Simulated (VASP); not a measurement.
## ZrS: single point with PBEsol

ZrS:

```
CELL_PARAMETERS angstrom
0.00000 2.62500 2.62500
2.62500 0.00000 2.62500
2.62500 2.62500 0.00000
ATOMIC_POSITIONS crystal
Zr 0.09524 0.09524 0.90476
S 0.50000 0.50000 0.50000
```

This cell differs from its parent crystal: all Zr atoms moved -0.500 Å, as atom 1 towards its neighbour atom 2 (S) at 2.625 Å.

```yaml
Program: VASP 6.6.1
Task: single point
Functional: PBEsol
Potentials_or_basis: VASP PAW PBE potentials, release 64 (Zr_sv, S)
Cutoff: 520 eV
k_mesh: 16 × 16 × 16
Occupations: gaussian, width 0.15 eV
Spin: no spin polarisation
Dipole_correction: no
Further_INCAR_settings: ALGO = Normal; EDIFF = 1e-06; NBANDS = 16
```

* Pressure: 11.2 GPa
* Largest force: 6.750 eV/Å
* Band gap on the k mesh: zero (band 9 reaches 11.35 eV, above the bottom of band 10 at 9.46 eV)

Forces in eV/Å, atoms in the order of the input:
```
Zr   0.000  0.000 -6.750
S    0.000  0.000  6.750
```

Stress tensor (GPa, compression positive):
```
-8.86  0.00  0.00
 0.00 -8.86  0.00
 0.00  0.00 51.39
```

Levels at points of the mesh, in eV from the Fermi level:
| k point | band 7 | band 8 | band 9 | band 10 | band 11 | band 12 |
| --- | --- | --- | --- | --- | --- | --- |
| (0.00, 0.00, 0.00) | -4.54 | -4.50 | -0.76 | -0.15 | 0.49 | 0.49 |
| (0.50, 0.00, 0.00) | -5.63 | -5.44 | 0.73 | 1.51 | 1.52 | 2.51 |
| (0.50, 0.50, 0.00) | -4.24 | -4.24 | -3.10 | 0.93 | 1.28 | 2.33 |
| (0.00, 0.50, 0.50) | -5.95 | -4.35 | -1.07 | 1.51 | 2.38 | 2.56 |

Wall time 2 min on 1 thread of AMD EPYC 7R13 Processor (Zen 3) (shared host), peak memory 0.28 GiB.

Caveat: the cell differs from its parent crystal (all Zr atoms moved -0.500 Å, as atom 1 towards its neighbour atom 2 (S) at 2.625 Å); the PAW data sets were made with another functional, which shifts forces and pressure a little.
